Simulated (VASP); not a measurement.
# Tl (P6_3/mmc) in VASP: notebook

Tl is run at these levels: r2SCAN; tasks: single point, relaxation of cell and atoms.

All numbers are computed with VASP 6.6.1; they aren't measurements. Logs are shortened: lines on timing, memory, paths and dates and some standing lists are left out, and cuts for length are marked.

### 1 The cell of the first run

Symmetry: P6_3/mmc, No. 194, hexagonal system. Conventional cell: a = 3.497 Å, b = 3.497 Å, c = 5.713 Å, α = 90.00°, β = 90.00°, γ = 120.00°. Within 4.6 Å of Tl (site symmetry -6m2) lie 12 Tl at 3.50 Å.

### 2 Single point, r2SCAN

POSCAR reads:

```
Tl
1.0
    3.4969497162      0.0000000000      0.0000000000
   -1.7484748581      3.0284472900      0.0000000000
    0.0000000000      0.0000000000      5.7131379333
Tl
2
Direct
    0.3333333333      0.6666666667      0.2500000000
    0.6666666667      0.3333333333      0.7500000000
```

INCAR.step1 reads:

```
  PREC = Accurate
  ENCUT = 520
  ISMEAR = -1
  SIGMA = 0.05
  LREAL = F
  LASPH = T
  NELM = 100
  NBANDS = 20
  GGA = PE
  ALGO = Normal
  EDIFF = 1E-4
  LWAVE = T
  LCHARG = F
```

INCAR.step2 reads:

```
  PREC = Accurate
  ENCUT = 520
  EDIFF = 1E-7
  ISMEAR = -1
  SIGMA = 0.05
  LREAL = F
  LASPH = T
  NELM = 100
  ALGO = Normal
  ISIF = 2
  LWAVE = F
  LCHARG = F
  METAGGA = R2SCAN
  LMIXTAU = T
  NBANDS = 20
  ISTART = 1
```

KPOINTS reads:

```
regular mesh
0
Gamma
  8 8 5
```

Potentials or basis: VASP PAW PBE potentials, release 64 (Tl_d).

Started as:

```console
> cat potpaw_PBE.64/Tl_d/POTCAR > POTCAR
> cp INCAR.step1 INCAR
> mpirun -np 1 vasp_std > vasp.out
> cp INCAR.step2 INCAR
> mpirun -np 1 vasp_std > vasp.out
```

OUTCAR:

```text
PREC = Accurate
   ENCUT = 520
   EDIFF = 1E-7
   ISMEAR = -1
   LREAL = F
   LASPH = T
   NELM = 100
   ISIF = 2
   METAGGA = R2SCAN
   ISTART = 1

 ion  position               nearest neighbor table
   1  0.333  0.667  0.250-   2 3.50   2 3.50   2 3.50   2 3.50   2 3.50   2 3.50
   2  0.667  0.333  0.750-   1 3.50   1 3.50   1 3.50   1 3.50   1 3.50   1 3.50

  LATTYP: Found a hexagonal cell.
 ALAT       =     3.4969497162
 C/A-ratio  =     1.6337489518

  Lattice vectors:

 A1 = (   3.4969497162,   0.0000000000,   0.0000000000)
 A2 = (  -1.7484748581,   3.0284472900,   0.0000000000)
 A3 = (   0.0000000000,   0.0000000000,   5.7131379333)

Analysis of symmetry for initial positions (statically):
=====================================================================
 Subroutine PRICEL returns:
 Original cell was already a primitive cell.

 Routine SETGRP: Setting up the symmetry group for a
 hexagonal supercell.

 Subroutine GETGRP returns: Found 24 space group operations
 (whereof 12 operations were pure point group operations)
 out of a pool of 24 trial point group operations.

The static configuration has the point symmetry D_3d.
 The point group associated with its full space group is D_6h.

Analysis of symmetry for dynamics (positions and initial velocities):
=====================================================================
 Subroutine PRICEL returns:
 Original cell was already a primitive cell.

 Routine SETGRP: Setting up the symmetry group for a
 hexagonal supercell.

 Subroutine GETGRP returns: Found 24 space group operations
 (whereof 12 operations were pure point group operations)
 out of a pool of 24 trial point group operations.

The dynamic configuration has the point symmetry D_3d.
 The point group associated with its full space group is D_6h.

 Subroutine INISYM returns: Found 24 space group operations
 (whereof 12 operations are pure point group operations),
 and found     1 'primitive' translations

----------------------------------------------------------------------------------------

                                     Primitive cell

  volume of cell :      60.5040

  direct lattice vectors                    reciprocal lattice vectors
     3.496949716  0.000000000  0.000000000     0.285963506  0.165101107  0.000000000
    -1.748474858  3.028447290  0.000000000     0.000000000  0.330202214  0.000000000
[... 80 lines left out ...]
   LNONCOLLINEAR =      F non collinear calculations
   LSORBIT =      F    spin-orbit coupling
   LASPH  =      T    aspherical Exc in radial PAW
   ENCUT  =  520.0 eV  38.22 Ry    6.18 a.u.   6.50  6.50 10.62*2*pi/ulx,y,z
   NELM   =    100;   NELMIN=  2; NELMDL=  0     # of ELM steps
   EDIFF  = 0.1E-06   stopping-criterion for ELM
   LREAL  =      F    real-space projection
   EDIFFG = 0.1E-05   stopping-criterion for IOM
   NSW    =      0    number of steps for IOM
   IBRION =     -1    ionic relax: 0-MD 1-quasi-New 2-CG
   NFREE  =      0    steps in history (QN), initial steepest desc. (CG)
   ISIF   =      2    stress and relaxation
   ISYM   =      2    0-nonsym 1-usesym 2-fastsym
   POTIM  = 0.5000    time-step for ionic-motion
   TEBEG  =    0.0;   TEEND  =   0.0 temperature during run
   PSTRESS=    0.0 pullay stress
   NELECT =      26.0000    total number of electrons
   NUPDOWN=      -1.0000    fix difference up-down
   EMIN   =  10.00;   EMAX   =-10.00  energy-range for DOS
   EFERMI =   0.00;   METHOD = LEGACY
   ISMEAR =    -1;   SIGMA  =   0.05  broadening in eV -4-tet -1-fermi 0-gaus
   EFERMI_NEDOS =   21; number of points for ismear=-14 and -15
   IALGO  =     38    algorithm
   IMIX   =      4    mixing-type and parameters
     AMIX     =   0.40;   BMIX     =  1.00
     AMIX_MAG =   1.60;   BMIX_MAG =  1.00
  volume/ion in A,a.u.               =      30.25       204.15
  Fermi-wavevector in a.u.,A,eV,Ry     =   1.235391  2.334551 20.765102  1.526192
  Thomas-Fermi vector in A             =   2.370043
   LORBIT       =      0    0 simple, 1 ext, 2 COOP (PROOUT), +10 PAW based schemes
   METAGGA = R2SCAN    functional components
   LHFCALC =     F    Hartree Fock is set to
   AEXX    =    0.0000 exact exchange contribution
   IVDW    =     0    specifies the selected vdW correction
   LEPSILON=     F    determine dielectric tensor
   LRPA    =     F    only Hartree local field effects (RPA)
 non-spin polarized calculation
  energy-cutoff  :      520.00
  volume of cell :       60.50
 maximum number of plane-waves:      1653
 NGX is ok and might be reduce to    28
   NGX = 13   NGY = 13   NGZ = 21

 number of electron      25.9999992 magnetization

 Free energy of the ion-electron system (eV)
  ---------------------------------------------------
  ext. energy  EPLUGINS =         0.00000000
  ---------------------------------------------------
  free energy    TOTEN  =      -106.33525936 eV

  energy without entropy =     -106.32564026  energy(sigma->0) =     -106.33044981

 E-fermi :   6.0714     XC(G=0): -10.5077

 val. band max:        6.0291006818   @ k =   0.2500   0.2500   0.0000
 cond. band min:       6.1035724362   @ k =   0.3750   0.0000   0.4000
 fundamental gap:      0.0744717544
 Fermi energy:         6.0714226710

 k-point     1 :       0.0000    0.0000    0.0000
  band No.  band energies     occupation
      1      -6.2862      2.00000
      2      -6.1236      2.00000
      3      -6.1103      2.00000
      4      -6.1103      2.00000
      5      -6.0674      2.00000
      6      -6.0674      2.00000
[... 541 lines left out ...]
     19      14.8846      0.00000
     20      15.4572      0.00000

 [... further k-points ...]

------------------------ aborting loop because EDIFF is reached ----------------------------------------

  FORCE on cell =-STRESS in cart. coord.  units (eV):
  Direction    XX          YY          ZZ          XY          YZ          ZX
  --------------------------------------------------------------------------------------
  -------------------------------------------------------------------------------------
  Total       -0.0174831     -0.0174831     -0.0115823     -0.0000000      0.0000000      0.0000000
  in kB       -0.4629626     -0.4629626     -0.3067053     -0.0000000      0.0000000      0.0000000
  external PRESSURE =      -0.4108768 kB  Pullay stress =       0.0000000 kB

 VOLUME and BASIS-vectors are now :
 -----------------------------------------------------------------------------
  energy-cutoff  :      520.00
  volume of cell :       60.50
      direct lattice vectors                 reciprocal lattice vectors
     3.496949716  0.000000000  0.000000000     0.285963506  0.165101107  0.000000000
    -1.748474858  3.028447290  0.000000000     0.000000000  0.330202214  0.000000000
     0.000000000  0.000000000  5.713137933     0.000000000  0.000000000  0.175035158

 POSITION                                       TOTAL-FORCE (eV/Angst)
 -----------------------------------------------------------------------------------
     -0.00000      2.01896      1.42828        -0.000000      0.000000      0.000000
      1.74847      1.00948      4.28485         0.000000     -0.000000      0.000000
 -----------------------------------------------------------------------------------
    total drift:                               -0.000000      0.000000      0.000000

  FREE ENERGIE OF THE ION-ELECTRON SYSTEM (eV)
  ---------------------------------------------------
  free  energy   TOTEN  =      -106.3352593564 eV

  energy  without entropy=     -106.3256402572  energy(sigma->0) =     -106.33044981
```

OSZICAR.step1:

```text
N       E                     dE             d eps       ncg     rms          rms(c)
DAV:   1     0.130668976453E+03    0.13067E+03   -0.14106E+04  1200   0.121E+03
DAV:   2    -0.200680909166E+01   -0.13268E+03   -0.13022E+03  1316   0.272E+02
DAV:   3    -0.445818814050E+01   -0.24514E+01   -0.24445E+01  1416   0.323E+01
DAV:   4    -0.447345388667E+01   -0.15266E-01   -0.15264E-01  1288   0.275E+00
DAV:   5    -0.447367973833E+01   -0.22585E-03   -0.22585E-03  1360   0.330E-01    0.256E+00
DAV:   6    -0.443430832360E+01    0.39371E-01   -0.67955E-02  1304   0.197E+00    0.183E+00
DAV:   7    -0.442752915229E+01    0.67792E-02   -0.29047E-02  1300   0.129E+00    0.667E-01
DAV:   8    -0.442708002160E+01    0.44913E-03   -0.21589E-03  1276   0.343E-01    0.353E-02
DAV:   9    -0.442708675582E+01   -0.67342E-05   -0.16185E-05   672   0.344E-02
   1 F= -.44270868E+01 E0= -.44220255E+01  d E =-.101225E-01
```

It took 77 s on 1 thread of AMD EPYC 9R45 (Zen 5), shared host; peak memory 0.16 GiB.

Results:

```yaml
Free_energy: -106.3353 eV
Pressure: 0.0 GPa
Band_gap_on_the_k_mesh: zero (band 13 reaches 7.87 eV, above the bottom of band 14 at 4.30 eV)
```

Levels at points of the mesh, in eV from the Fermi level:
| k point | band 9 | band 10 | band 11 | band 12 | band 13 | band 14 | band 15 | band 16 | band 17 | band 18 |
| --- | --- | --- | --- | --- | --- | --- | --- | --- | --- | --- |
| (0.00, 0.00, 0.00) | -11.75 | -11.75 | -10.17 | -5.70 | -2.84 | 7.99 | 7.99 | 9.95 | 9.95 | 10.16 |
| (0.50, 0.00, 0.00) | -11.72 | -11.72 | -6.04 | -4.89 | -0.99 | 0.29 | 1.29 | 3.75 | 3.97 | 7.97 |

Caveat: the PAW data sets were made with another functional, which shifts forces and pressure a little; spin-orbit coupling is left out, which moves the levels of the heavy elements.

### 3 Relaxation of cell and atoms, r2SCAN

This run uses another cell than the first one, of 28.57 Å³/atom, 0.945 times its volume.

POSCAR reads:

```
Tl
1.0
    3.4560000000      0.0000000000      0.0000000000
   -1.7280000000      2.9929838000      0.0000000000
    0.0000000000      0.0000000000      5.5250000000
Tl
2
Direct
    0.3333333328      0.6666666656      0.2500000000
    0.6666666672      0.3333333344      0.7500000000
```

INCAR.step1 reads:

```
SYSTEM = Tl
  ALGO = Normal
  EDIFF = 1E-4
  ENCUT = 600
  GGA = PE
  ISMEAR = -1
  LASPH = .True.
  LCHARG = .False.
  LREAL = .False.
  LWAVE = .True.
  NELM = 100
  PREC = Accurate
  SIGMA = 0.05
```

INCAR.step2 reads:

```
SYSTEM = Tl
  ALGO = Normal
  EDIFF = 1E-7
  EDIFFG = -0.03
  ENCUT = 600
  IBRION = 2
  ISIF = 3
  ISMEAR = -1
  ISTART = 1
  LASPH = .True.
  LCHARG = .False.
  LMIXTAU = .True.
  LREAL = .False.
  LWAVE = .False.
  METAGGA = R2SCAN
  NELM = 100
  NSW = 80
  PREC = Accurate
  SIGMA = 0.05
```

KPOINTS reads:

```
k-points
0
Gamma
  8 8 5
  0 0 0
```

Potentials or basis: VASP PAW PBE potentials, release 64 (Tl_d).

Started as:

```console
> cat potpaw_PBE.64/Tl_d/POTCAR > POTCAR
> cp INCAR.step1 INCAR
> mpirun -np 1 vasp_std > vasp.out
> cp INCAR.step2 INCAR
> mpirun -np 1 vasp_std > vasp.out
```

It took 6.2 min on 1 thread of AMD EPYC 9R45 (Zen 5), shared host; peak memory 0.2 GiB.

Results (log left out):

* Free energy: -106.3339 eV
* Relaxed volume: 30.21 Å³/atom
* Relaxed cell: a = 3.496 Å, b = 3.496 Å, c = 5.710 Å, α = 90.00°, β = 90.00°, γ = 120.00°
* Space group after relaxing (to 0.05 Å): P6_3/mmc (No. 194)
* Energy gained by relaxing: 12.4 meV/atom
* Ionic steps: 6
* Pressure after relaxing: 0.0 GPa
* Band gap on the k mesh: zero (band 13 reaches 7.89 eV, above the bottom of band 14 at 4.31 eV)

Step by step:
```tsv
step	energy change (eV)	largest force (eV/Å)	pressure (GPa)	volume (Å³)
1	0.0000	0.0000	2.19	57.15
2	-0.0242	0.0000	0.06	60.44
3	-0.0243	0.0000	-0.06	60.66
4	-0.0243	0.0000	-0.02	60.58
5	-0.0246	0.0000	0.00	60.52
6	-0.0248	0.0000	0.04	60.43
```

Final structure:
```xyz
2
Lattice="3.4957 0.0000 0.0000 -1.7479 3.0274 0.0000 0.0000 0.0000 5.7097" Properties=species:S:1:pos:R:3 pbc="T T T"
Tl    0.0000    2.0183    1.4274
Tl    1.7479    1.0091    4.2823
```

Levels at points of the mesh, in eV from the Fermi level:
| k point | band 11 | band 12 | band 13 | band 14 | band 15 | band 16 |
| --- | --- | --- | --- | --- | --- | --- |
| (0.00, 0.00, 0.00) | -10.18 | -5.70 | -2.84 | 8.00 | 8.00 | 9.96 |
| (0.50, 0.00, 0.00) | -6.04 | -4.89 | -0.99 | 0.29 | 1.29 | 3.75 |

Caveat: the PAW data sets were made with another functional, which shifts forces and pressure a little; spin-orbit coupling is left out, which moves the levels of the heavy elements. Zero-point motion and thermal expansion aren't in these numbers.
